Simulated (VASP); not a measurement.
# CaBr (P-6m2) in VASP: a series of runs, part 2 of 2

VASP 6.6.1. The steps go on from the part before.

### Step 3. Single point, PBE

This run uses another cell than the first one, of 24.75 Å³/atom.

INCAR

```
PREC     = Accurate       # precision mode
ENCUT    = 500            # plane-wave cutoff, eV
EDIFF    = 1E-6           # SCF threshold, eV
ISMEAR   = 0              # smearing method
SIGMA    = 0.1            # smearing width, eV
LREAL    = False          # projectors in reciprocal space
LASPH    = True           # aspherical terms in the spheres
NELM     = 120            # most SCF steps
ALGO     = Normal         # electronic algorithm
ISIF     = 2              # what is computed and relaxed
LWAVE    = False          # write WAVECAR
LCHARG   = True           # write CHGCAR
GGA      = PE             # functional
LELF     = True           # ELF
LVHAR    = True         
NBANDS   = 16             # bands
GGA_COMPAT= False
```

KPOINTS

```
Automatic mesh
0
Gamma
  6 6 4
```

POSCAR

```
CaBr
1.0
    3.7220752495      0.0000000000      0.0000000000
   -1.8610376248      3.2234117209      0.0000000000
    0.0000000000      0.0000000000      4.1249841420
Ca Br
1 1
Direct
    0.0000000000      0.0000000000      0.0000000000
    0.3333333333      0.6666666667      0.5000000000
```

Potentials or basis: VASP PAW PBE potentials, release 64 (Ca_sv, Br).

Started as:

```sh
> cat potpaw_PBE.64/Ca_sv/POTCAR potpaw_PBE.64/Br/POTCAR > POTCAR
> mpirun -np 1 vasp_std > vasp.out
```

OUTCAR:

```text
PREC = Accurate
   ENCUT = 500
   EDIFF = 1E-6
   ISMEAR = 0
   LREAL = False
   LASPH = True
   NELM = 120
   ISIF = 2
   GGA = PE

 ion  position               nearest neighbor table
   1  0.000  0.000  0.000-   2 2.98   2 2.98   2 2.98   2 2.98   2 2.98   2 2.98
   2  0.333  0.667  0.500-   1 2.98   1 2.98   1 2.98   1 2.98   1 2.98   1 2.98

  LATTYP: Found a hexagonal cell.
 ALAT       =     3.7220752495
 C/A-ratio  =     1.1082484543

  Lattice vectors:

 A1 = (   3.7220752495,   0.0000000000,   0.0000000000)
 A2 = (  -1.8610376248,   3.2234117209,   0.0000000000)
 A3 = (   0.0000000000,   0.0000000000,   4.1249841420)

Analysis of symmetry for initial positions (statically):
=====================================================================
 Subroutine PRICEL returns:
 Original cell was already a primitive cell.

 Routine SETGRP: Setting up the symmetry group for a
 hexagonal supercell.

 Subroutine GETGRP returns: Found 12 space group operations
 (whereof 12 operations were pure point group operations)
 out of a pool of 24 trial point group operations.

The static configuration has the point symmetry D_3h.

Analysis of symmetry for dynamics (positions and initial velocities):
=====================================================================
 Subroutine PRICEL returns:
 Original cell was already a primitive cell.

 Routine SETGRP: Setting up the symmetry group for a
 hexagonal supercell.

 Subroutine GETGRP returns: Found 12 space group operations
 (whereof 12 operations were pure point group operations)
 out of a pool of 24 trial point group operations.

The dynamic configuration has the point symmetry D_3h.

 Subroutine INISYM returns: Found 12 space group operations
 (whereof 12 operations are pure point group operations),
 and found     1 'primitive' translations

----------------------------------------------------------------------------------------

                                     Primitive cell

  volume of cell :      49.4907

  direct lattice vectors                    reciprocal lattice vectors
     3.722075250  0.000000000  0.000000000     0.268667325  0.155115152  0.000000000
    -1.861037625  3.223411721  0.000000000     0.000000000  0.310230305  0.000000000
     0.000000000  0.000000000  4.124984142     0.000000000  0.000000000  0.242425174

  length of vectors
     3.722075250  3.722075250  4.124984142     0.310230305  0.310230305  0.242425174

  position of ions in fractional coordinates (direct lattice)
     0.000000000  0.000000000  0.000000000
     0.333333333  0.666666667  0.500000000

  ion indices of the primitive-cell ions
   primitive index   ion index
                 1           1
                 2           2

----------------------------------------------------------------------------------------

 KPOINTS: Automatic mesh

Automatic generation of k-mesh.
 Grid dimensions read from file:
 generate k-points for:    6    6    4

 Generating k-lattice:

  Cartesian coordinates                     Fractional coordinates (reciprocal lattice)
     0.044777887  0.025852525  0.000000000     0.166666667  0.000000000  0.000000000
     0.000000000  0.051705051  0.000000000     0.000000000  0.166666667  0.000000000
     0.000000000  0.000000000  0.060606294     0.000000000  0.000000000  0.250000000

  Length of vectors
     0.051705051  0.051705051  0.060606294

  Shift w.r.t. Gamma in fractional coordinates (k-lattice)
     0.000000000  0.000000000  0.000000000

 Subroutine IBZKPT returns following result:
 ===========================================

 Found     21 irreducible k-points:

 Following reciprocal coordinates:
            Coordinates               Weight
  0.000000  0.000000  0.000000      1.000000
  0.166667 -0.000000  0.000000      6.000000
  0.333333  0.000000  0.000000      6.000000
  0.500000 -0.000000  0.000000      3.000000
  0.166667  0.166667  0.000000      6.000000
  0.333333  0.166667  0.000000     12.000000
[... 13 lines left out ...]
  0.333333  0.166667  0.500000     12.000000
  0.333333  0.333333  0.500000      2.000000
   k-points           NKPTS =     21   k-points in BZ     NKDIM =     21   number of bands    NBANDS=     16
   number of dos      NEDOS =    301   number of ions     NIONS =      2
   total plane-waves  NPLWV =  23520
   dimension x,y,z NGX =    28 NGY =   28 NGZ =   30
   dimension x,y,z NGXF=    56 NGYF=   56 NGZF=   60
   ions per type =               1   1
   NGX,Y,Z   is equivalent  to a cutoff of  12.51, 12.51, 12.09 a.u.
   NGXF,Y,Z  is equivalent  to a cutoff of  25.01, 25.01, 24.18 a.u.
 SYSTEM =  unknown system
   PREC   = accura    normal or accurate (medium, high low for compatibility)
   ISTART =      0    job   : 0-new  1-cont  2-samecut
   ICHARG =      2    charge: 1-file 2-atom 10-const
   ISPIN  =      1    spin polarized calculation?
   LNONCOLLINEAR =      F non collinear calculations
   LSORBIT =      F    spin-orbit coupling
   LASPH  =      T    aspherical Exc in radial PAW
   ENCUT  =  500.0 eV  36.75 Ry    6.06 a.u.   6.79  6.79  7.52*2*pi/ulx,y,z
   NELM   =    120;   NELMIN=  2; NELMDL= -5     # of ELM steps
   EDIFF  = 0.1E-05   stopping-criterion for ELM
   LREAL  =      F    real-space projection
   EDIFFG = 0.1E-04   stopping-criterion for IOM
   NSW    =      0    number of steps for IOM
   IBRION =     -1    ionic relax: 0-MD 1-quasi-New 2-CG
   NFREE  =      0    steps in history (QN), initial steepest desc. (CG)
   ISIF   =      2    stress and relaxation
   ISYM   =      2    0-nonsym 1-usesym 2-fastsym
   POTIM  = 0.5000    time-step for ionic-motion
   TEBEG  =    0.0;   TEEND  =   0.0 temperature during run
   PSTRESS=    0.0 pullay stress
   NELECT =      17.0000    total number of electrons
   NUPDOWN=      -1.0000    fix difference up-down
   EMIN   =  10.00;   EMAX   =-10.00  energy-range for DOS
   EFERMI =   0.00;   METHOD = LEGACY
   ISMEAR =     0;   SIGMA  =   0.10  broadening in eV -4-tet -1-fermi 0-gaus
   EFERMI_NEDOS =   21; number of points for ismear=-14 and -15
   IALGO  =     38    algorithm
   IMIX   =      4    mixing-type and parameters
     AMIX     =   0.40;   BMIX     =  1.00
     AMIX_MAG =   1.60;   BMIX_MAG =  1.00
  volume/ion in A,a.u.               =      24.75       166.99
  Fermi-wavevector in a.u.,A,eV,Ry     =   1.146525  2.166617 17.885114  1.314519
  Thomas-Fermi vector in A             =   2.283209
   LORBIT       =      0    0 simple, 1 ext, 2 COOP (PROOUT), +10 PAW based schemes
   GGA     = PE    functional components
   LHFCALC =     F    Hartree Fock is set to
   AEXX    =    0.0000 exact exchange contribution
   IVDW    =     0    specifies the selected vdW correction
   LEPSILON=     F    determine dielectric tensor
   LRPA    =     F    only Hartree local field effects (RPA)
 non-spin polarized calculation
 Gauss-broadening in eV      SIGMA  =   0.10
  energy-cutoff  :      500.00
  volume of cell :       49.49
 maximum number of plane-waves:      1272
 NGX is ok and might be reduce to    28
   NGX = 13   NGY = 13   NGZ = 15

 number of electron      17.0000006 magnetization

 Free energy of the ion-electron system (eV)
  ---------------------------------------------------
  ext. energy  EPLUGINS =         0.00000000
  ---------------------------------------------------
  free energy    TOTEN  =        -5.90169901 eV

  energy without entropy =       -5.88971094  energy(sigma->0) =       -5.89570498

 E-fermi :   5.7713     XC(G=0):  -9.4580

 val. band max:        5.7400953255   @ k =   0.1667  -0.0000   0.2500
 cond. band min:       5.8027685514   @ k =   0.1667   0.1667   0.5000
 fundamental gap:      0.0626732258
 Fermi energy:         5.7713459394

 k-point     1 :       0.0000    0.0000    0.0000
  band No.  band energies     occupation
      1     -36.1859      2.00000
      2     -17.3013      2.00000
      3     -17.1385      2.00000
      4     -17.1385      2.00000
      5     -12.4147      2.00000
      6      -0.0750      2.00000
[... 8 lines left out ...]
     15      12.1532      0.00000
     16      12.7297      0.00000
[... 362 lines left out ...]
 k-point    21 :       0.3333    0.3333    0.5000
  band No.  band energies     occupation
      1     -36.1598      2.00000
      2     -17.3207      2.00000
      3     -17.2878      2.00000
      4     -17.2673      2.00000
      5     -11.8108      2.00000
      6      -1.0601      2.00000
[... 8 lines left out ...]
     15      10.7004      0.00000
     16      12.4192      0.00000

------------------------ aborting loop because EDIFF is reached ----------------------------------------

  FORCE on cell =-STRESS in cart. coord.  units (eV):
  Direction    XX          YY          ZZ          XY          YZ          ZX
  --------------------------------------------------------------------------------------
  -------------------------------------------------------------------------------------
  Total        1.6701955      1.6701955      1.7893347     -0.0000000      0.0000000      0.0000000
  in kB       54.0697885     54.0697885     57.9267210     -0.0000000      0.0000000      0.0000000
  external PRESSURE =      55.3554327 kB  Pullay stress =       0.0000000 kB

 VOLUME and BASIS-vectors are now :
 -----------------------------------------------------------------------------
  energy-cutoff  :      500.00
  volume of cell :       49.49
      direct lattice vectors                 reciprocal lattice vectors
     3.722075250  0.000000000  0.000000000     0.268667325  0.155115152  0.000000000
    -1.861037625  3.223411721  0.000000000     0.000000000  0.310230305  0.000000000
     0.000000000  0.000000000  4.124984142     0.000000000  0.000000000  0.242425174

 POSITION                                       TOTAL-FORCE (eV/Angst)
 -----------------------------------------------------------------------------------
      0.00000      0.00000      0.00000         0.000000      0.000000      0.000000
     -0.00000      2.14894      2.06249        -0.000000     -0.000000      0.000000
 -----------------------------------------------------------------------------------
    total drift:                                0.000000     -0.000000     -0.000000

  FREE ENERGIE OF THE ION-ELECTRON SYSTEM (eV)
  ---------------------------------------------------
  free  energy   TOTEN  =        -5.9016990130 eV

  energy  without entropy=       -5.8897109386  energy(sigma->0) =       -5.89570498
```

Wall time 7.2 s (1 thread of AMD EPYC 9R45 (Zen 5), shared host); peak memory 0.13 GiB.

What came out:

```
Free energy            : -5.9017 eV
Pressure               : 5.5 GPa
Band gap on the k mesh : zero (an odd number of electrons rules out a gap without spin polarisation)
```

Caveat: the k points lie up to 0.38 Å⁻¹ apart, too coarse for converged energies and pressures of a metal; an odd number of electrons without spin polarisation forces a metal; a magnetic or distorted state may lie lower.

### Step 4. Single point, PBE

This run uses another cell than the first one, of 28.84 Å³/atom.

INCAR

```
SYSTEM = CaBr
PREC     = Accurate       ! precision mode
ENCUT    = 500            ! plane-wave cutoff, eV
EDIFF    = 1E-6           ! SCF threshold, eV
ISMEAR   = 0              ! smearing method
SIGMA    = 0.1            ! smearing width, eV
LREAL    = .FALSE.        ! projectors in reciprocal space
LASPH    = .TRUE.         ! aspherical terms in the spheres
NELM     = 120            ! most SCF steps
ALGO     = Normal         ! electronic algorithm
ISIF     = 2              ! what is computed and relaxed
LWAVE    = .FALSE.        ! write WAVECAR
LCHARG   = .TRUE.         ! write CHGCAR
GGA      = PE             ! functional
LELF     = .TRUE.         ! ELF
LVHAR    = .TRUE.       
NBANDS   = 16             ! bands
GGA_COMPAT= .FALSE.
```

KPOINTS

```
regular mesh
0
G
  6 6 4
  0 0 0
```

POSCAR

```
CaBr
1.0
    3.9170223818      0.0000000000      0.0000000000
   -1.9585111909      3.3922408898      0.0000000000
    0.0000000000      0.0000000000      4.3410340000
Ca Br
1 1
Direct
    0.0000000000      0.0000000000      0.0000000000
    0.3333333333      0.6666666667      0.5000000000
```

Started as:

```sh
> cat potpaw_PBE.64/Ca_sv/POTCAR potpaw_PBE.64/Br/POTCAR > POTCAR
> mpirun -np 1 vasp_std > vasp.out
```

It took 8.1 s on 1 thread of AMD EPYC 9R45 (Zen 5), shared host; peak memory 0.15 GiB.

Results (log left out):

```
Free energy            : -6.0414 eV
Pressure               : 0.5 GPa
Band gap on the k mesh : zero (an odd number of electrons rules out a gap without spin polarisation)
```

Stress tensor (GPa, compression positive):
```
0.20 0.00 0.00
0.00 0.20 0.00
0.00 0.00 1.09
```

Levels at points of the mesh, in eV from the Fermi level:
| k point | band 5 | band 6 | band 7 | band 8 | band 9 | band 10 | band 11 | band 12 | band 13 | band 14 |
| --- | --- | --- | --- | --- | --- | --- | --- | --- | --- | --- |
| (0.00, 0.00, 0.00) | -17.60 | -5.54 | -4.57 | -4.57 | -1.82 | 0.54 | 2.31 | 2.31 | 2.82 | 2.82 |
| (0.50, 0.00, 0.00) | -17.23 | -6.89 | -5.48 | -4.94 | -0.10 | 1.20 | 2.31 | 2.42 | 2.91 | 3.60 |
| (0.00, 0.00, 0.50) | -17.40 | -7.09 | -4.50 | -4.50 | 0.99 | 1.64 | 1.64 | 2.07 | 2.53 | 2.53 |
| (0.50, 0.00, 0.50) | -17.22 | -6.51 | -6.22 | -5.09 | -0.32 | 1.75 | 2.78 | 3.54 | 3.56 | 4.11 |

Caveat: the k points lie up to 0.36 Å⁻¹ apart, too coarse for converged energies and pressures of a metal; an odd number of electrons without spin polarisation forces a metal; a magnetic or distorted state may lie lower.

### Step 5. Overview

```tsv
cell	gap on the mesh (eV)	pressure (GPa)
a = 3.746, b = 3.746, c = 4.152 Å, angles 90.0, 90.0, 120.0°, 2 atoms	none	4.7
a = 3.722, b = 3.722, c = 4.125 Å, angles 90.0, 90.0, 120.0°, 2 atoms	none	5.5
a = 3.917, b = 3.917, c = 4.341 Å, angles 90.0, 90.0, 120.0°, 2 atoms	none	0.5
```

Alike in all rows: task single point; level PBE; potentials or basis VASP PAW PBE potentials, release 64 (Ca_sv, Br); no spin polarisation; k mesh 6 × 6 × 4; cutoff (eV) 500; smearing gaussian 0.1 eV.

Caveats: all runs use coarse meshes; an odd number of electrons without spin polarisation forces a metal; a magnetic or distorted state may lie lower.

Absolute energies hang on the potentials; compare differences alone.
